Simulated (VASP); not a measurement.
The system is BeTe.

```xyz
2
Lattice="0.0000 2.7514 2.7514 2.7514 0.0000 2.7514 2.7514 2.7514 0.0000" Properties=species:S:1:pos:R:3 pbc="T T T"
Te    4.1271    4.1271    4.1271
Be    0.0000    0.0000    0.0000
```

Base run:

- Program: VASP 6.6.1
- Functional: PBE exchange alone
- Potentials or basis: VASP PAW PBE potentials, release 64 (Te, Be)
- Cutoff: 520 eV
- k mesh: 8 × 8 × 8
- Occupations: fermi-dirac, width 0.05 eV
- Spin: no spin polarisation

Its results: band gap on the k mesh 2.06 eV, indirect (least direct gap 3.63 eV); pressure 14.6 GPa.

After a change of settings the same cell gave: band gap on the k mesh 1.70 eV, indirect (least direct gap 3.52 eV); pressure 2.2 GPa. Which change was it?
A. functional from PBE exchange alone to LDA; potentials or basis from VASP PAW PBE potentials, release 64 (Te, Be) to VASP PAW LDA potentials, release 64 (Te, Be)
B. functional from PBE exchange alone to PBEsol
C. functional from PBE exchange alone to r2SCAN
D. functional from PBE exchange alone to RPBE; dispersion from none to D4

A.

Caveats: spin-orbit coupling is left out, which moves the levels of the heavy elements.
